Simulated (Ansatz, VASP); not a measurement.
One calculation of LiF, two programs

```
Li F
1.0
     1.85650   -4.33325    0.00000
     1.85650    4.33325    0.00000
    -1.85650    0.00000    3.54665
Li F
3 3
Direct
  0.12723 0.12723 0.25447
  0.87277 0.87277 0.74553
  0.85414 0.14586 0.50000
  0.35414 0.64586 0.50000
  0.14586 0.85414 0.50000
  0.64586 0.35414 0.50000
```

Alike in both runs: task single point; functional PBE; k mesh 6 × 6 × 6; occupations gaussian, width 0.1 eV; no spin polarisation.

|  | VASP | Ansatz |
| --- | --- | --- |
| version | VASP 6.6.1 | Ansatz 0.2.0 |
| potentials or method | VASP PAW PBE potentials, release 64 (Li_sv, F), cutoff 520 eV | scalar-relativistic, plane waves, PAW |
| valence electrons in the cell | 30 | 30 |

```tsv
	VASP	Ansatz	Ansatz less VASP
gap on the k mesh at the Fermi level (eV)	none	none	-
rms of the force components (eV/Å)	2.764	2.783	+0.0194
```

Atom by atom the forces differ by 0.029 eV/Å (rms over components). A gap of «none» marks a metal or a gap that the smearing closes.

Noted on VASP's run: the cutoff is short for stress, so the pressure is rough.
